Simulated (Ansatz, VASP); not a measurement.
## One calculation of P, two programs

```
P
1.0
     1.70487   -5.81200    0.00000
     1.70487    5.81200    0.00000
     0.00000    0.00000    4.69451
P
4
Cartesian
  1.7049 4.7185 4.2895
  1.7049 -1.0935 2.7523
  1.7049 -4.7185 0.4050
  1.7049 1.0935 1.9422
```

Change from the starting cell: strain +0.030 along x and y, +0.030 along z, atoms carried along.

Alike in both runs: task single point; functional PBE; k mesh 10 × 10 × 8; occupations gaussian, width 0.03 eV; no spin polarisation.

|  | VASP | Ansatz |
| --- | --- | --- |
| version | VASP 6.6.1 | Ansatz 0.2.0 |
| potentials or method | VASP PAW PBE potentials, release 64 (P), cutoff 520 eV | scalar-relativistic, plane waves, PAW |
| valence electrons in the cell | 20 | 20 |

Ansatz gave:

```
gap on the k mesh at the Fermi level (eV)                     : 0.31
least direct gap on the mesh (eV)                             : 0.31
pressure (GPa)                                                : -5.0
traceless stress, the component that is largest in VASP (GPa) : -1.18
rms of the force components (eV/Å)                            : 0.376
```

Task: Which values does VASP return?

Result: gap on the k mesh at the Fermi level (eV): 0.33; least direct gap on the mesh (eV): 0.33; pressure (GPa): -5.3; traceless stress, the component that is largest in VASP (GPa): -1.17; rms of the force components (eV/Å): 0.400.

Atom by atom the forces differ by 0.024 eV/Å (rms over components).
